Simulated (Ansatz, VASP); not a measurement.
# One calculation of PbS, two programs

```
Pb S
1.0
     2.02895   -5.70462    0.00000
     2.02895    5.70462    0.00000
     0.00000    0.00000    4.19325
Pb S
2 2
Direct
  0.87463 0.12537 0.75000
  0.12537 0.87463 0.25000
  0.64040 0.35960 0.75000
  0.35960 0.64040 0.25000
```

Alike in both runs: functional LDA; k mesh 8 × 8 × 6; occupations gaussian, width 0.02 eV; no spin polarisation.

Ansatz relaxed the structure, and its values are those at the end. VASP's run is a single point on that final structure, the one shown.

```csv
,VASP,Ansatz
version,VASP 6.6.1,Ansatz 0.2.0
potentials or method,"VASP PAW LDA potentials, release 64 (Pb_d, S), cutoff 520 eV","scalar-relativistic, plane waves, PAW"
valence electrons in the cell,40,40
```

VASP gave:

```
gap on the k mesh at the Fermi level (eV) : 0.95
least direct gap on the mesh (eV)         : 1.02
pressure (GPa)                            : 0.0
rms of the force components (eV/Å)        : 0.005
```

Q: Which values does Ansatz return?

A: gap on the k mesh at the Fermi level (eV): 0.97; least direct gap on the mesh (eV): 1.04; pressure (GPa): 0.0; rms of the force components (eV/Å): 0.000.

LDA's correlation is that of Perdew and Zunger in VASP and of Perdew and Wang (1992) in Ansatz.

Neither program's run includes spin-orbit coupling.
